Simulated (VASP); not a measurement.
A run of VASP 6.6.1 is set up as follows.

The input INCAR:

```
SYSTEM = Li5Sc
ALGO = Fast
EDIFF = 1E-6
ENCUT = 520
GGA = PE
ISIF = 2
ISMEAR = 0
LASPH = .True.
LCHARG = .False.
LREAL = .False.
LWAVE = .False.
NBANDS = 22
NELM = 80
PREC = Accurate
SIGMA = 0.1
```

Contents of KPOINTS:

```
k-points
0
Gamma
  6 6 4
  0 0 0
```

The input POSCAR:

```
Li5Sc
1.0
    5.5326757913     -0.0000000033      0.0000000000
   -2.7663378928      4.7914377878      0.0000000000
    0.0000000000      0.0000000000      4.5589851611
Li Sc
5 1
Direct
    0.3333333333      0.6666666667      0.0000000000
    0.6666666667      0.3333333333      0.0000000000
    0.5000000000      0.0000000000      0.5000000000
    0.5000000000      0.5000000000      0.5000000000
    0.0000000000      0.5000000000      0.5000000000
    0.0000000000      0.0000000000      0.0000000000
```

Potentials or basis: VASP PAW PBE potentials, release 64 (Li_sv, Sc_sv).

Run with:

```console
$ cat potpaw_PBE.64/Li_sv/POTCAR potpaw_PBE.64/Sc_sv/POTCAR > POTCAR
$ mpirun -np 1 vasp_std > vasp.out
```

Q: Predict the band gap on the k mesh.

A: Zero (band 13 reaches 1.78 eV, above the bottom of band 14 at 0.44 eV).
